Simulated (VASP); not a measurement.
# Cs (I4/mmm) in VASP: relaxation of cell and atoms with PBEsol

Aim: the relaxation of cell and atoms of Cs with PBEsol.

Everything below comes from runs of VASP 6.6.1. Logs are shortened: lines on timing, memory, paths and dates and some standing lists are left out, and cuts for length are marked.

**1. The cell of the first run**

The structure is tetragonal, space group I4/mmm (No. 139). Conventional cell: a = 6.158 Å, b = 6.158 Å, c = 5.721 Å, α = 90.00°, β = 90.00°, γ = 90.00°.

**2. Relaxation of cell and atoms, PBEsol**

Contents of INCAR:

```
  PREC = Accurate
  ENCUT = 600
  EDIFF = 1E-7
  ISMEAR = 0
  SIGMA = 0.1
  LREAL = False
  LASPH = True
  NELM = 80
  ALGO = Fast
  ISIF = 3
  LWAVE = False
  LCHARG = False
  GGA = PS
  IBRION = 2
  NSW = 80
  EDIFFG = -0.01
```

Contents of KPOINTS:

```
regular mesh
0
Gamma
  10 10 10
```

Contents of POSCAR:

```
Cs
1.0
   -3.0791634130      3.0791634130      2.8605951088
    3.0791634130     -3.0791634130      2.8605951088
    3.0791634130      3.0791634130     -2.8605951088
Cs
1
Direct
    0.0000000000      0.0000000000      0.0000000000
```

Potentials or basis: VASP PAW PBE potentials, release 64 (Cs_sv).

The run is started by

```bash
cat potpaw_PBE.64/Cs_sv/POTCAR > POTCAR
mpirun -np 1 vasp_std > vasp.out
```

OUTCAR:

```text
PREC = Accurate
   ENCUT = 600
   EDIFF = 1E-7
   ISMEAR = 0
   LREAL = False
   LASPH = True
   NELM = 80
   ISIF = 3
   GGA = PS
   IBRION = 2
   NSW = 80
   EDIFFG = -0.01

 ion  position               nearest neighbor table
   1  0.000  0.000  0.000-

  LATTYP: Found a body centered tetragonal cell.
 ALAT       =     6.1583268260
 C/A-ratio  =     0.9290169845

  Lattice vectors:

 A1 = (  -3.0791634130,   3.0791634130,   2.8605951088)
 A2 = (   3.0791634130,  -3.0791634130,   2.8605951088)
 A3 = (   3.0791634130,   3.0791634130,  -2.8605951088)

Analysis of symmetry for initial positions (statically):
=====================================================================
 Subroutine PRICEL returns:
 Original cell was already a primitive cell.

 Routine SETGRP: Setting up the symmetry group for a
 body centered tetragonal supercell.

 Subroutine GETGRP returns: Found 16 space group operations
 (whereof 16 operations were pure point group operations)
 out of a pool of 16 trial point group operations.

The static configuration has the point symmetry D_4h.

Analysis of symmetry for dynamics (positions and initial velocities):
=====================================================================
 Subroutine PRICEL returns:
 Original cell was already a primitive cell.

 Routine SETGRP: Setting up the symmetry group for a
 body centered tetragonal supercell.

 Subroutine GETGRP returns: Found 16 space group operations
 (whereof 16 operations were pure point group operations)
 out of a pool of 16 trial point group operations.

The dynamic configuration has the point symmetry D_4h.

 Subroutine INISYM returns: Found 16 space group operations
 (whereof 16 operations are pure point group operations),
 and found     1 'primitive' translations

----------------------------------------------------------------------------------------

                                     Primitive cell

  volume of cell :     108.4880

  direct lattice vectors                    reciprocal lattice vectors
    -3.079163413  3.079163413  2.860595109     0.000000000  0.162381768  0.174788805
     3.079163413 -3.079163413  2.860595109     0.162381768  0.000000000  0.174788805
     3.079163413  3.079163413 -2.860595109     0.162381768  0.162381768  0.000000000

  length of vectors
     5.210134262  5.210134262  5.210134262     0.238576958  0.238576958  0.229642499

  position of ions in fractional coordinates (direct lattice)
     0.000000000  0.000000000  0.000000000

  ion indices of the primitive-cell ions
   primitive index   ion index
                 1           1

----------------------------------------------------------------------------------------

 KPOINTS: regular mesh

Automatic generation of k-mesh.
 Grid dimensions read from file:
 generate k-points for:   10   10   10

 Generating k-lattice:

  Cartesian coordinates                     Fractional coordinates (reciprocal lattice)
     0.000000000  0.016238177  0.017478880     0.100000000  0.000000000  0.000000000
     0.016238177  0.000000000  0.017478880     0.000000000  0.100000000  0.000000000
     0.016238177  0.016238177  0.000000000     0.000000000  0.000000000  0.100000000

  Length of vectors
     0.023857696  0.023857696  0.022964250

  Shift w.r.t. Gamma in fractional coordinates (k-lattice)
     0.000000000  0.000000000  0.000000000

 Subroutine IBZKPT returns following result:
 ===========================================

 Found    102 irreducible k-points:

 Following reciprocal coordinates:
            Coordinates               Weight
  0.000000  0.000000  0.000000      1.000000
  0.100000 -0.000000  0.000000      8.000000
  0.200000 -0.000000  0.000000      8.000000
  0.300000  0.000000  0.000000      8.000000
  0.400000  0.000000 -0.000000      8.000000
  0.500000 -0.000000  0.000000      4.000000
[... 16 lines left out ...]
  0.300000  0.300000 -0.000000      8.000000
  0.400000  0.300000  0.000000     16.000000
 [... further k-points ...]
   k-points           NKPTS =    102   k-points in BZ     NKDIM =    102   number of bands    NBANDS=      8
   number of dos      NEDOS =    301   number of ions     NIONS =      1
   total plane-waves  NPLWV =  74088
   dimension x,y,z NGX =    42 NGY =   42 NGZ =   42
   dimension x,y,z NGXF=    84 NGYF=   84 NGZF=   84
   ions per type =               1
   NGX,Y,Z   is equivalent  to a cutoff of  13.40, 13.40, 13.40 a.u.
   NGXF,Y,Z  is equivalent  to a cutoff of  26.80, 26.80, 26.80 a.u.
 SYSTEM =  unknown system
   PREC   = accura    normal or accurate (medium, high low for compatibility)
   ISTART =      0    job   : 0-new  1-cont  2-samecut
   ICHARG =      2    charge: 1-file 2-atom 10-const
   ISPIN  =      1    spin polarized calculation?
   LNONCOLLINEAR =      F non collinear calculations
   LSORBIT =      F    spin-orbit coupling
   LASPH  =      T    aspherical Exc in radial PAW
   ENCUT  =  600.0 eV  44.10 Ry    6.64 a.u.  10.41 10.41 10.41*2*pi/ulx,y,z
   NELM   =     80;   NELMIN=  2; NELMDL= -5     # of ELM steps
   EDIFF  = 0.1E-06   stopping-criterion for ELM
   LREAL  =      F    real-space projection
   EDIFFG = -.1E-01   stopping-criterion for IOM
   NSW    =     80    number of steps for IOM
   IBRION =      2    ionic relax: 0-MD 1-quasi-New 2-CG
   NFREE  =      1    steps in history (QN), initial steepest desc. (CG)
   ISIF   =      3    stress and relaxation
   ISYM   =      2    0-nonsym 1-usesym 2-fastsym
   POTIM  = 0.5000    time-step for ionic-motion
   TEBEG  =    0.0;   TEEND  =   0.0 temperature during run
   PSTRESS=    0.0 pullay stress
   NELECT =       9.0000    total number of electrons
   NUPDOWN=      -1.0000    fix difference up-down
   EMIN   =  10.00;   EMAX   =-10.00  energy-range for DOS
   EFERMI =   0.00;   METHOD = LEGACY
   ISMEAR =     0;   SIGMA  =   0.10  broadening in eV -4-tet -1-fermi 0-gaus
   EFERMI_NEDOS =   21; number of points for ismear=-14 and -15
   IALGO  =     68    algorithm
   IMIX   =      4    mixing-type and parameters
     AMIX     =   0.40;   BMIX     =  1.00
     AMIX_MAG =   1.60;   BMIX_MAG =  1.00
  volume/ion in A,a.u.               =     108.49       732.11
  Fermi-wavevector in a.u.,A,eV,Ry     =   0.713995  1.349255  6.936095  0.509789
  Thomas-Fermi vector in A             =   1.801779
   LORBIT       =      0    0 simple, 1 ext, 2 COOP (PROOUT), +10 PAW based schemes
   GGA     = PS    functional components
   LHFCALC =     F    Hartree Fock is set to
   AEXX    =    0.0000 exact exchange contribution
   IVDW    =     0    specifies the selected vdW correction
   LEPSILON=     F    determine dielectric tensor
   LRPA    =     F    only Hartree local field effects (RPA)
 conjugate gradient relaxation of ions
 non-spin polarized calculation
 RMM-DIIS sequential band-by-band and
 Gauss-broadening in eV      SIGMA  =   0.10
  energy-cutoff  :      600.00
  volume of cell :      108.49
 maximum number of plane-waves:      3651
 NGX is ok and might be reduce to    42
   NGX = 21   NGY = 21   NGZ = 21

--------------------------------------- Ionic step        1  -------------------------------------------

 number of electron       9.0000001 magnetization

 Free energy of the ion-electron system (eV)
  ---------------------------------------------------
  ext. energy  EPLUGINS =         0.00000000
  ---------------------------------------------------
  free energy    TOTEN  =        -0.94257188 eV

  energy without entropy =       -0.93379471  energy(sigma->0) =       -0.93818330

------------------------ aborting loop because EDIFF is reached ----------------------------------------

  FORCE on cell =-STRESS in cart. coord.  units (eV):
  Direction    XX          YY          ZZ          XY          YZ          ZX
  --------------------------------------------------------------------------------------
  -------------------------------------------------------------------------------------
  Total       -0.0038090     -0.0038090      0.0214859      0.0000000      0.0000000      0.0000000
  in kB       -0.0562523     -0.0562523      0.3173088      0.0000000      0.0000000      0.0000000
  external PRESSURE =       0.0682681 kB  Pullay stress =       0.0000000 kB
[... 265 lines left out ...]
  energy  without entropy=       -0.9337665680  energy(sigma->0) =       -0.93830401

--------------------------------------- Ionic step        9  -------------------------------------------

 number of electron       8.9999999 magnetization

 Free energy of the ion-electron system (eV)
  ---------------------------------------------------
  ext. energy  EPLUGINS =         0.00000000
  ---------------------------------------------------
  free energy    TOTEN  =        -0.94287889 eV

  energy without entropy =       -0.93361674  energy(sigma->0) =       -0.93824782

 E-fermi :   0.5256     XC(G=0):  -5.6348

 val. band max:        0.5181113248   @ k =   0.5000   0.4000  -0.0000
 cond. band min:       0.5351335035   @ k =   0.5000   0.3000   0.0000
 fundamental gap:      0.0170221787
 Fermi energy:         0.5256048962

 k-point     1 :       0.0000    0.0000    0.0000
  band No.  band energies     occupation
      1     -23.2895      2.00000
      2      -9.9987      2.00000
      3      -9.9987      2.00000
      4      -9.9984      2.00000
      5      -1.2229      2.00000
      6       2.9739      0.00000
      7       3.1022      0.00000
      8       3.1022      0.00000
[... 243 lines left out ...]
 k-point    24 :       0.4000    0.3000    0.0000
  band No.  band energies     occupation
      1     -23.2796      2.00000
      2     -10.1304      2.00000
      3     -10.0973      2.00000
      4     -10.0191      2.00000
      5       1.0739      0.00000
      6       1.5047      0.00000
      7       1.6677      0.00000
      8       3.9304      0.00000

 [... further k-points ...]

------------------------ aborting loop because EDIFF is reached ----------------------------------------

  FORCE on cell =-STRESS in cart. coord.  units (eV):
  Direction    XX          YY          ZZ          XY          YZ          ZX
  --------------------------------------------------------------------------------------
  -------------------------------------------------------------------------------------
  Total        0.0027519      0.0027519      0.0028673      0.0000000     -0.0000000     -0.0000000
  in kB        0.0407053      0.0407053      0.0424124      0.0000000     -0.0000000     -0.0000000
  external PRESSURE =       0.0412744 kB  Pullay stress =       0.0000000 kB
[... 16 lines left out ...]
  FREE ENERGIE OF THE ION-ELECTRON SYSTEM (eV)
  ---------------------------------------------------
  free  energy   TOTEN  =        -0.9428788884 eV

  energy  without entropy=       -0.9336167443  energy(sigma->0) =       -0.93824782

 reached required accuracy - stopping structural energy minimisation
```

It took 12 min on 1 thread of AMD EPYC 7R43 (Zen 3), shared host; peak memory 0.31 GiB.

What came out:

```yaml
Free_energy: -0.9429 eV
Relaxed_volume: 108.32 Å³/atom
Relaxed_cell: a = 5.202 Å, b = 5.202 Å, c = 5.202 Å, α = 108.70°, β = 108.70°, γ = 111.02°
Space_group_after_relaxing_to_0.1_Å: I4/mmm (No. 139)
Energy_gained_by_relaxing: 0.3 meV/atom
Ionic_steps: 9
Pressure_after_relaxing: 0.0 GPa
Band_gap_on_the_k_mesh: zero (an odd number of electrons rules out a gap without spin polarisation)
```

The path:
| step | energy change (eV) | largest force (eV/Å) | pressure (GPa) | volume (Å³) |
| --- | --- | --- | --- | --- |
| 1 | 0.0000 | 0.0000 | 0.01 | 108.49 |
| 2 | 0.0000 | 0.0000 | 0.00 | 108.56 |
| 3 | -0.0001 | 0.0000 | 0.00 | 108.78 |
| 4 | -0.0001 | 0.0000 | -0.01 | 109.21 |
| 5 | -0.0001 | 0.0000 | -0.03 | 110.07 |
| 6 | -0.0002 | 0.0000 | -0.02 | 109.63 |
| 7 | -0.0002 | 0.0000 | -0.02 | 109.50 |
| 8 | -0.0003 | 0.0000 | -0.01 | 109.11 |
| 9 | -0.0003 | 0.0000 | 0.00 | 108.32 |

Final structure:
```xyz
1
Lattice="-3.0319 3.0319 2.9459 3.0319 -3.0319 2.9459 3.0319 3.0319 -2.9459" Properties=species:S:1:pos:R:3 pbc="T T T"
Cs    3.0319   -3.0319    2.9459
```

Levels at points of the mesh, in eV from the Fermi level:
```
           k point  band 2  band 3  band 4  band 5  band 6  band 7
(0.00, 0.00, 0.00)  -10.52  -10.52  -10.52   -1.75    2.45    2.58
(0.50, 0.00, 0.00)  -10.69  -10.58  -10.53    0.01    0.96    1.59
(0.50, 0.50, 0.00)  -10.69  -10.58  -10.52   -0.02    0.90    1.73
(0.50, 0.50, 0.50)  -10.65  -10.65  -10.64    0.58    0.63    3.08
```

Caveat: the PAW data sets were made with another functional, which shifts forces and pressure a little; spin-orbit coupling is left out, which moves the levels of the heavy elements.
